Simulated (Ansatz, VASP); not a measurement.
# K: VASP beside Ansatz

The input POSCAR:

```
K
1.0
   -2.6699463634      2.6699463634      2.6699463634
    2.6699463634     -2.6699463634      2.6699463634
    2.6699463634      2.6699463634     -2.6699463634
K
1
Direct
    0.0000000000      0.0000000000      0.0000000000
```

INCAR.step1

```
SYSTEM = K
PREC = Accurate
ENCUT = 520
ISMEAR = -1
SIGMA = 0.1
LREAL = .False.
LASPH = .True.
NELM = 100
NBANDS = 10
GGA = PE
ALGO = Normal
EDIFF = 1E-4
LWAVE = .True.
LCHARG = .False.
```

INCAR.step2

```
SYSTEM = K
PREC = Accurate
ENCUT = 520
EDIFF = 1E-7
ISMEAR = -1
SIGMA = 0.1
LREAL = .False.
LASPH = .True.
NELM = 100
ALGO = Normal
ISIF = 2
LWAVE = .False.
LCHARG = .False.
METAGGA = R2SCAN
LMIXTAU = .True.
NBANDS = 10
ISTART = 1
```

Contents of KPOINTS:

```
Automatic mesh
0
Gamma
  8 8 8
  0 0 0
```

Input for Ansatz:

```yaml
crystal:
  lattice:
    - [-2.6699463634, 2.6699463634, 2.6699463634]
    - [2.6699463634, -2.6699463634, 2.6699463634]
    - [2.6699463634, 2.6699463634, -2.6699463634]
  atoms:
    - { symbol: K, position: [0.0, 0.0, 0.0] }
hamiltonian:
  xc: r2scan
  pseudopotentials:
    kind: paw
    azcp:
      K: "pseudopotentials/K.paw.azcp"
basis:
  ecutwfc: 500
  fft_grid_basis: typed
kpoints:
  mp_grid: { grid: [8, 8, 8], shift: [0, 0, 0] }
magnetization:
  spin_polarized: false
scf:
  occupations: { method: fermi_dirac, width: 0.1 }
  lower_state_search: "off"
output:
  stress: true
```

Alike in both runs: task single point; functional r2SCAN; k mesh 8 × 8 × 8; occupations fermi-dirac, width 0.1 eV; no spin polarisation.

|  | VASP | Ansatz |
| --- | --- | --- |
| version | VASP 6.6.1 | Ansatz 0.2.0 |
| potentials or method | VASP PAW PBE potentials, release 64 (K_sv), cutoff 520 eV | plane waves (500 eV) with PAW, scalar-relativistic |
| valence electrons in the cell | 9 | 9 |

|  | VASP | Ansatz | Ansatz less VASP |
| --- | --- | --- | --- |
| pressure (GPa) | 0.0 | 0.0 | +0.02 |

VASP's potentials were made for PBE, not for r2SCAN.
